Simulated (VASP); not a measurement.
# CuO (Cccm) in VASP: further runs

Runs on CuO. Level: PBEsol. Tasks: single point.

Everything below comes from runs of VASP 6.6.1. Logs are shortened: lines on timing, memory, paths and dates and some standing lists are left out, and cuts for length are marked.

## (1) The cell of the first run

It takes space group Cccm (No. 66, orthorhombic). The conventional cell has a = 4.141 Å, b = 4.479 Å, c = 5.156 Å, α = 90.00°, β = 90.00°, γ = 90.00°. Cu (site symmetry 2/m) has 4 O at 2.00 Å within 2.6 Å. O (site symmetry 222) has 4 Cu at 2.00 Å and 2 O at 2.58 Å within 2.6 Å.

## (2) Single point, PBEsol

The input, INCAR:

```
PREC = Accurate ; ENCUT = 520
EDIFF = 1E-6 ; ISMEAR = -1
SIGMA = 0.05 ; LREAL = False
LASPH = True ; NELM = 100
ALGO = Normal ; ISIF = 2
LWAVE = False ; LCHARG = False
GGA = PS ; NBANDS = 25
```

The input, KPOINTS:

```
regular mesh
0
Gamma
  7 7 5
```

The input, POSCAR:

```
CuO
1.0
    2.0706067200     -2.2396920000      0.0000000000
    2.0706067200      2.2396920000      0.0000000000
    0.0000000000      0.0000000000      5.1559280000
Cu O
2 2
Direct
    0.5000000000      0.0000000000      0.0000000000
    0.0000000000      0.5000000000      0.5000000000
    0.5000000000      0.5000000000      0.2500000000
    0.5000000000      0.5000000000      0.7500000000
```

Potentials or basis: VASP PAW PBE potentials, release 64 (Cu, O).

Started as:

```
$ cat potpaw_PBE.64/Cu/POTCAR potpaw_PBE.64/O/POTCAR > POTCAR
$ mpirun -np 1 vasp_std > vasp.out
```

OUTCAR:

```text
PREC = Accurate
   ENCUT = 520
   EDIFF = 1E-6
   ISMEAR = -1
   LREAL = False
   LASPH = True
   NELM = 100
   ISIF = 2
   GGA = PS

 ion  position               nearest neighbor table
   1  0.500  0.000  0.000-   3 2.00   4 2.00   3 2.00   4 2.00
   2  0.000  0.500  0.500-   3 2.00   4 2.00   3 2.00   4 2.00
   3  0.500  0.500  0.250-   1 2.00   2 2.00   1 2.00   2 2.00
   4  0.500  0.500  0.750-   1 2.00   2 2.00   1 2.00   2 2.00

  LATTYP: Found a base centered orthorhombic cell.
 ALAT       =     4.1412134400
 B/A-ratio  =     1.0816597755
 C/A-ratio  =     1.2450283171

  Lattice vectors:

 A1 = (   2.0706067200,  -2.2396920000,   0.0000000000)
 A2 = (   2.0706067200,   2.2396920000,   0.0000000000)
 A3 = (   0.0000000000,   0.0000000000,   5.1559280000)

Analysis of symmetry for initial positions (statically):
=====================================================================
 Subroutine PRICEL returns:
 Original cell was already a primitive cell.

 Routine SETGRP: Setting up the symmetry group for a
 base centered orthorhombic supercell.

 Subroutine GETGRP returns: Found  8 space group operations
 (whereof  4 operations were pure point group operations)
 out of a pool of  8 trial point group operations.

The static configuration has the point symmetry C_2h.
 The point group associated with its full space group is D_2h.

Analysis of symmetry for dynamics (positions and initial velocities):
=====================================================================
 Subroutine PRICEL returns:
 Original cell was already a primitive cell.

 Routine SETGRP: Setting up the symmetry group for a
 base centered orthorhombic supercell.

 Subroutine GETGRP returns: Found  8 space group operations
 (whereof  4 operations were pure point group operations)
 out of a pool of  8 trial point group operations.

The dynamic configuration has the point symmetry C_2h.
 The point group associated with its full space group is D_2h.

 Subroutine INISYM returns: Found  8 space group operations
 (whereof  4 operations are pure point group operations),
 and found     1 'primitive' translations

----------------------------------------------------------------------------------------

                                     Primitive cell

  volume of cell :      47.8215

  direct lattice vectors                    reciprocal lattice vectors
     2.070606720 -2.239692000  0.000000000     0.241475117 -0.223244982  0.000000000
     2.070606720  2.239692000  0.000000000     0.241475117  0.223244982  0.000000000
     0.000000000  0.000000000  5.155928000     0.000000000  0.000000000  0.193951506

  length of vectors
     3.050185641  3.050185641  5.155928000     0.328859475  0.328859475  0.193951506

  position of ions in fractional coordinates (direct lattice)
     0.500000000  0.000000000  0.000000000
     0.000000000  0.500000000  0.500000000
     0.500000000  0.500000000  0.250000000
     0.500000000  0.500000000  0.750000000

  ion indices of the primitive-cell ions
   primitive index   ion index
                 1           1
                 2           2
                 3           3
                 4           4

----------------------------------------------------------------------------------------

 KPOINTS: regular mesh

Automatic generation of k-mesh.
 Grid dimensions read from file:
 generate k-points for:    7    7    5

 Generating k-lattice:

  Cartesian coordinates                     Fractional coordinates (reciprocal lattice)
     0.034496445 -0.031892140  0.000000000     0.142857143  0.000000000  0.000000000
     0.034496445  0.031892140  0.000000000     0.000000000  0.142857143  0.000000000
     0.000000000  0.000000000  0.038790301     0.000000000  0.000000000  0.200000000

  Length of vectors
     0.046979925  0.046979925  0.038790301

  Shift w.r.t. Gamma in fractional coordinates (k-lattice)
     0.000000000  0.000000000  0.000000000

 Subroutine IBZKPT returns following result:
 ===========================================

 Found     48 irreducible k-points:

 Following reciprocal coordinates:
            Coordinates               Weight
  0.000000  0.000000  0.000000      1.000000
  0.142857  0.000000  0.000000      4.000000
  0.285714  0.000000  0.000000      4.000000
  0.428571  0.000000  0.000000      4.000000
  0.142857  0.142857  0.000000      2.000000
  0.285714  0.142857  0.000000      4.000000
[... 16 lines left out ...]
  0.428571  0.142857  0.200000      8.000000
 -0.428571  0.142857  0.200000      8.000000
 [... further k-points ...]
   k-points           NKPTS =     48   k-points in BZ     NKDIM =     48   number of bands    NBANDS=     25
   number of dos      NEDOS =    301   number of ions     NIONS =      4
   total plane-waves  NPLWV =  23040
   dimension x,y,z NGX =    24 NGY =   24 NGZ =   40
   dimension x,y,z NGXF=    48 NGYF=   48 NGZF=   80
   ions per type =               2   2
   NGX,Y,Z   is equivalent  to a cutoff of  13.08, 13.08, 12.90 a.u.
   NGXF,Y,Z  is equivalent  to a cutoff of  26.16, 26.16, 25.79 a.u.
 SYSTEM =  unknown system
   PREC   = accura    normal or accurate (medium, high low for compatibility)
   ISTART =      0    job   : 0-new  1-cont  2-samecut
   ICHARG =      2    charge: 1-file 2-atom 10-const
   ISPIN  =      1    spin polarized calculation?
   LNONCOLLINEAR =      F non collinear calculations
   LSORBIT =      F    spin-orbit coupling
   LASPH  =      T    aspherical Exc in radial PAW
   ENCUT  =  520.0 eV  38.22 Ry    6.18 a.u.   5.67  5.67  9.59*2*pi/ulx,y,z
   NELM   =    100;   NELMIN=  2; NELMDL= -5     # of ELM steps
   EDIFF  = 0.1E-05   stopping-criterion for ELM
   LREAL  =      F    real-space projection
   EDIFFG = 0.1E-04   stopping-criterion for IOM
   NSW    =      0    number of steps for IOM
   IBRION =     -1    ionic relax: 0-MD 1-quasi-New 2-CG
   NFREE  =      0    steps in history (QN), initial steepest desc. (CG)
   ISIF   =      2    stress and relaxation
   ISYM   =      2    0-nonsym 1-usesym 2-fastsym
   POTIM  = 0.5000    time-step for ionic-motion
   TEBEG  =    0.0;   TEEND  =   0.0 temperature during run
   PSTRESS=    0.0 pullay stress
   NELECT =      34.0000    total number of electrons
   NUPDOWN=      -1.0000    fix difference up-down
   EMIN   =  10.00;   EMAX   =-10.00  energy-range for DOS
   EFERMI =   0.00;   METHOD = LEGACY
   ISMEAR =    -1;   SIGMA  =   0.05  broadening in eV -4-tet -1-fermi 0-gaus
   EFERMI_NEDOS =   21; number of points for ismear=-14 and -15
   IALGO  =     38    algorithm
   IMIX   =      4    mixing-type and parameters
     AMIX     =   0.40;   BMIX     =  1.00
     AMIX_MAG =   1.60;   BMIX_MAG =  1.00
  volume/ion in A,a.u.               =      11.96        80.68
  Fermi-wavevector in a.u.,A,eV,Ry     =   1.461146  2.761165 29.047718  2.134947
  Thomas-Fermi vector in A             =   2.577512
   LORBIT       =      0    0 simple, 1 ext, 2 COOP (PROOUT), +10 PAW based schemes
   GGA     = PS    functional components
   LHFCALC =     F    Hartree Fock is set to
   AEXX    =    0.0000 exact exchange contribution
   IVDW    =     0    specifies the selected vdW correction
   LEPSILON=     F    determine dielectric tensor
   LRPA    =     F    only Hartree local field effects (RPA)
 non-spin polarized calculation
  energy-cutoff  :      520.00
  volume of cell :       47.82
 maximum number of plane-waves:      1309
   NGX = 11   NGY = 11   NGZ = 19

 number of electron      33.9999974 magnetization

 Free energy of the ion-electron system (eV)
  ---------------------------------------------------
  ext. energy  EPLUGINS =         0.00000000
  ---------------------------------------------------
  free energy    TOTEN  =       -21.24832758 eV

  energy without entropy =      -21.23282130  energy(sigma->0) =      -21.24057444

 E-fermi :   3.7998     XC(G=0): -11.1650

 val. band max:        3.7875523410   @ k =   0.4286   0.0000   0.2000
 cond. band min:       3.8846317767   @ k =   0.2857   0.1429   0.4000
 fundamental gap:      0.0970794357
 Fermi energy:         3.7998053917

 k-point     1 :       0.0000    0.0000    0.0000
  band No.  band energies     occupation
      1     -15.3184      2.00000
      2     -14.0549      2.00000
      3      -3.6381      2.00000
      4      -1.2836      2.00000
      5      -1.1214      2.00000
      6       0.4769      2.00000
[... 17 lines left out ...]
     24      17.6810      0.00000
     25      17.9928      0.00000

 k-point     2 :       0.1429    0.0000    0.0000
  band No.  band energies     occupation
      1     -15.2327      2.00000
      2     -14.0316      2.00000
      3      -3.4755      2.00000
      4      -1.2906      2.00000
      5      -1.1149      2.00000
      6      -0.5186      2.00000
[... 17 lines left out ...]
     24      17.8738      0.00000
     25      17.9696      0.00000

 k-point     3 :       0.2857    0.0000    0.0000
  band No.  band energies     occupation
      1     -15.0313      2.00000
      2     -13.9782      2.00000
      3      -3.0812      2.00000
      4      -1.7823      2.00000
      5      -1.2912      2.00000
      6      -1.0413      2.00000
[... 17 lines left out ...]
     24      17.3363      0.00000
     25      17.8517      0.00000

 k-point     4 :       0.4286    0.0000    0.0000
  band No.  band energies     occupation
      1     -14.8593      2.00000
      2     -13.9351      2.00000
      3      -2.7341      2.00000
      4      -2.5763      2.00000
      5      -1.1962      2.00000
      6      -0.9626      2.00000
[... 17 lines left out ...]
     24      15.7645      0.00000
     25      17.5264      0.00000
[... 477 lines left out ...]
 k-point    22 :       0.2857    0.1429    0.2000
  band No.  band energies     occupation
      1     -14.8629      2.00000
      2     -14.0632      2.00000
      3      -2.6545      2.00000
      4      -1.7373      2.00000
      5      -1.3239      2.00000
      6      -1.0832      2.00000
[... 17 lines left out ...]
     24      15.9269      0.00000
     25      17.8280      0.00000

 k-point    23 :       0.4286    0.1429    0.2000
  band No.  band energies     occupation
      1     -14.7113      2.00000
      2     -14.0047      2.00000
      3      -2.4438      2.00000
      4      -2.3326      2.00000
      5      -1.2862      2.00000
      6      -1.0894      2.00000
[... 17 lines left out ...]
     24      16.2419      0.00000
     25      17.1537      0.00000

 k-point    24 :      -0.4286    0.1429    0.2000
  band No.  band energies     occupation
      1     -14.7176      2.00000
      2     -14.0084      2.00000
      3      -2.4322      2.00000
      4      -2.3374      2.00000
      5      -1.1890      2.00000
      6      -1.1410      2.00000
[... 17 lines left out ...]
     24      16.4858      0.00000
     25      17.3747      0.00000

 [... further k-points ...]

------------------------ aborting loop because EDIFF is reached ----------------------------------------

  FORCE on cell =-STRESS in cart. coord.  units (eV):
  Direction    XX          YY          ZZ          XY          YZ          ZX
  --------------------------------------------------------------------------------------
  -------------------------------------------------------------------------------------
  Total       -3.7241348     -4.4792082     -4.1446725     -0.0000000      0.0000000      0.0000000
  in kB     -124.7708735   -150.0683379   -138.8602830     -0.0000000      0.0000000      0.0000000
  external PRESSURE =    -137.8998315 kB  Pullay stress =       0.0000000 kB

 VOLUME and BASIS-vectors are now :
 -----------------------------------------------------------------------------
  energy-cutoff  :      520.00
  volume of cell :       47.82
      direct lattice vectors                 reciprocal lattice vectors
     2.070606720 -2.239692000  0.000000000     0.241475117 -0.223244982  0.000000000
     2.070606720  2.239692000  0.000000000     0.241475117  0.223244982  0.000000000
     0.000000000  0.000000000  5.155928000     0.000000000  0.000000000  0.193951506

 POSITION                                       TOTAL-FORCE (eV/Angst)
 -----------------------------------------------------------------------------------
      1.03530     -1.11985      0.00000         0.000000     -0.000000      0.000000
      1.03530      1.11985      2.57796        -0.000000     -0.000000      0.000000
      2.07061      0.00000      1.28898        -0.000000      0.000000      0.000000
      2.07061      0.00000      3.86695        -0.000000      0.000000      0.000000
 -----------------------------------------------------------------------------------
    total drift:                                0.000000     -0.000000     -0.000000

  FREE ENERGIE OF THE ION-ELECTRON SYSTEM (eV)
  ---------------------------------------------------
  free  energy   TOTEN  =       -21.2483275796 eV

  energy  without entropy=      -21.2328213012  energy(sigma->0) =      -21.24057444
```

Wall time 27 s (1 thread of AMD EPYC 9R45 (Zen 5), shared host); peak memory 0.16 GiB.

Results:

| Property | Result |
| --- | --- |
| Free energy | -21.2483 eV |
| Pressure | -13.8 GPa |
| Band gap on the k mesh | zero (band 17 reaches 4.40 eV, above the bottom of band 18 at 3.56 eV) |

Levels at points of the mesh, in eV from the Fermi level:
```
           k point  band 15  band 16  band 17  band 18  band 19  band 20
(0.00, 0.00, 0.00)    -1.92    -1.60     0.60     0.77     1.19     5.87
```

Caveat: the PAW data sets were made with another functional, which shifts forces and pressure a little; semilocal functionals often make such compounds metallic where correlation or magnetic order opens a gap, which also shifts bond lengths.

## (3) Single point, PBEsol

This run uses another cell than the first one, of 10.19 Å³/atom, 0.852 times its volume.

The input, INCAR:

```
SYSTEM = CuO
ALGO = Normal ; EDIFF = 1E-6
ENCUT = 520 ; GGA = PS
ISIF = 2 ; ISMEAR = -1
LASPH = .TRUE. ; LCHARG = .FALSE.
LREAL = .FALSE. ; LWAVE = .FALSE.
NBANDS = 25 ; NELM = 80
PREC = Accurate ; SIGMA = 0.05
```

The input, KPOINTS:

```
k-points
0
G
  8 8 5
  0 0 0
```

Edit POSCAR of step 2 so:

```diff
@@ -2,4 +2,4 @@
 1.0
-    2.0706067200     -2.2396920000      0.0000000000
-    2.0706067200      2.2396920000      0.0000000000
+    1.9113292800     -2.0674080000      0.0000000000
+    1.9113292800      2.0674080000      0.0000000000
     0.0000000000      0.0000000000      5.1559280000
```

Potentials or basis: VASP PAW PBE potentials, release 64 (Cu, O).

Started as:

```
$ cat potpaw_PBE.64/Cu/POTCAR potpaw_PBE.64/O/POTCAR > POTCAR
$ mpirun -np 1 vasp_std > vasp.out
```

Wall time 35 s (1 thread of AMD EPYC 9R45 (Zen 5), shared host); peak memory 0.16 GiB.

It converged, with:

```yaml
Free_energy: -21.4268 eV
Pressure: 7.0 GPa
Band_gap_on_the_k_mesh: zero (band 17 reaches 6.35 eV, above the bottom of band 18 at 5.47 eV)
```

Stress tensor (GPa, compression positive):
```
7.94 0.00 0.00
0.00 7.91 0.00
0.00 0.00 5.29
```

Levels at points of the mesh, in eV from the Fermi level:
| k point | band 14 | band 15 | band 16 | band 17 | band 18 | band 19 | band 20 | band 21 |
| --- | --- | --- | --- | --- | --- | --- | --- | --- |
| (0.00, 0.00, 0.00) | -2.56 | -2.49 | -2.19 | 0.60 | 0.80 | 1.60 | 6.22 | 7.50 |
| (0.50, 0.00, 0.00) | -2.06 | -1.67 | -1.60 | 0.25 | 0.45 | 3.24 | 6.29 | 6.74 |
| (0.50, 0.50, 0.00) | -2.44 | -1.66 | -1.23 | -1.17 | 1.28 | 2.01 | 7.11 | 9.41 |

Caveat: the PAW data sets were made with another functional, which shifts forces and pressure a little; semilocal functionals often make such compounds metallic where correlation or magnetic order opens a gap, which also shifts bond lengths.

## (4) Single point, PBEsol

This run uses another cell than the first one, of 10.62 Å³/atom, 0.888 times its volume.

The input, INCAR:

```
PREC = Accurate
ENCUT = 520
EDIFF = 1E-6
ISMEAR = -1
SIGMA = 0.05
LREAL = F
LASPH = T
NELM = 100
ALGO = Normal
ISIF = 2
LWAVE = F
LCHARG = T
GGA = PS
LELF = T
LVHAR = T
NBANDS = 25
```

The input, KPOINTS:

```
Automatic mesh
0
Gamma
  8 8 5
```

Edit POSCAR of step 3 so:

```diff
@@ -2,4 +2,4 @@
 1.0
-    1.9113292800     -2.0674080000      0.0000000000
-    1.9113292800      2.0674080000      0.0000000000
+    1.9511486400     -2.1104790000      0.0000000000
+    1.9511486400      2.1104790000      0.0000000000
     0.0000000000      0.0000000000      5.1559280000
```

Started as:

```
$ cat potpaw_PBE.64/Cu/POTCAR potpaw_PBE.64/O/POTCAR > POTCAR
$ mpirun -np 1 vasp_std > vasp.out
```

Wall time 36 s (1 thread of AMD EPYC 9R45 (Zen 5), shared host); peak memory 0.17 GiB.

It converged, with:

```
Free energy            : -21.4764 eV
Pressure               : 0.2 GPa
Band gap on the k mesh : zero (band 17 reaches 5.82 eV, above the bottom of band 18 at 4.95 eV)
```

Stress tensor (GPa, compression positive):
```
 1.47  0.00  0.00
 0.00  0.65  0.00
 0.00  0.00 -1.42
```

Levels at points of the mesh, in eV from the Fermi level:
```
           k point  band 13  band 14  band 15  band 16  band 17  band 18  band 19  band 20  band 21  band 22
(0.00, 0.00, 0.00)    -2.45    -2.44    -2.37    -2.02     0.60     0.80     1.49     6.12     7.39    13.62
(0.50, 0.00, 0.00)    -2.29    -1.95    -1.60    -1.53     0.25     0.47     3.44     6.09     6.55    11.15
(0.50, 0.50, 0.00)    -2.39    -2.36    -1.63    -1.20    -1.15     1.22     2.07     7.16     9.26    10.71
```

Caveat: the PAW data sets were made with another functional, which shifts forces and pressure a little; semilocal functionals often make such compounds metallic where correlation or magnetic order opens a gap, which also shifts bond lengths. With open d or f shells a metallic result of PBEsol can be an artefact of self-interaction; +U or a hybrid may open a gap.

## (5) Summary

```tsv
cell	k mesh	gap on the mesh (eV)	pressure (GPa)
a = 3.050, b = 3.050, c = 5.156 Å, angles 90.0, 90.0, 94.5°, 4 atoms	7 × 7 × 5	none	-13.8
a = 2.816, b = 2.816, c = 5.156 Å, angles 90.0, 90.0, 94.5°, 4 atoms	8 × 8 × 5	none	7.0
a = 2.874, b = 2.874, c = 5.156 Å, angles 90.0, 90.0, 94.5°, 4 atoms	8 × 8 × 5	none	0.2
```

Alike in all rows: task single point; level PBEsol; potentials or basis VASP PAW PBE potentials, release 64 (Cu, O); no spin polarisation; cutoff (eV) 520; smearing fermi-dirac 0.05 eV.

Caveats: the PAW data sets were made with another functional, which shifts forces and pressure a little; semilocal functionals often make such compounds metallic where correlation or magnetic order opens a gap, which also shifts bond lengths.

Absolute energies hang on the potentials; compare differences alone.
